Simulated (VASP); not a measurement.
Write the native input for VASP 6.6.1 that does the following.

```yaml
Task: single point
Functional: PBE
Potentials_or_basis: VASP PAW PBE potentials, release 64 (Ta_pv, N)
Cutoff: 520 eV
k_mesh: 14 × 14 × 14
Occupations: gaussian, width 0.1 eV
Spin: no spin polarisation
Dipole_correction: no
Further_INCAR_settings: ALGO = Normal; EDIFF = 1e-06; NBANDS = 15
```

The structure of TaN lies in POSCAR:

```
TaN
1.0
    0.0000000000      2.2734814400      2.2734814400
    2.3061664400      0.0000000000      2.2734814400
    2.3061664400      2.2734814400      0.0000000000
Ta N
1 1
Direct
    0.5000000000      0.5000000000      0.5000000000
    0.0000000000      0.0000000000      0.0000000000
```

This cell differs from its parent crystal: strained.

The input as run:

INCAR

```
PREC = Accurate ; ENCUT = 520
EDIFF = 1E-6 ; ISMEAR = 0
SIGMA = 0.1 ; LREAL = F
LASPH = T ; NELM = 100
ALGO = Normal ; ISIF = 2
LWAVE = F ; LCHARG = F
GGA = PE ; NBANDS = 15
```

KPOINTS

```
Automatic mesh
0
Gamma
  14 14 14
```

Potentials or basis: VASP PAW PBE potentials, release 64 (Ta_pv, N).

Run with:

```bash
$ cat potpaw_PBE.64/Ta_pv/POTCAR potpaw_PBE.64/N/POTCAR > POTCAR
$ mpirun -np 1 vasp_std > vasp.out
```

It gave:

```
Pressure               : -26.0 GPa
Band gap on the k mesh : zero (band 8 reaches 9.81 eV, above the bottom of band 9 at 6.52 eV)
```

Caveat: the cell differs from its parent crystal (strained); spin-orbit coupling is left out, which moves the levels of the heavy elements.

It took 40 s on 1 thread of AMD EPYC 9R14 (Zen 4), on a shared host, peak memory 0.18 GiB.
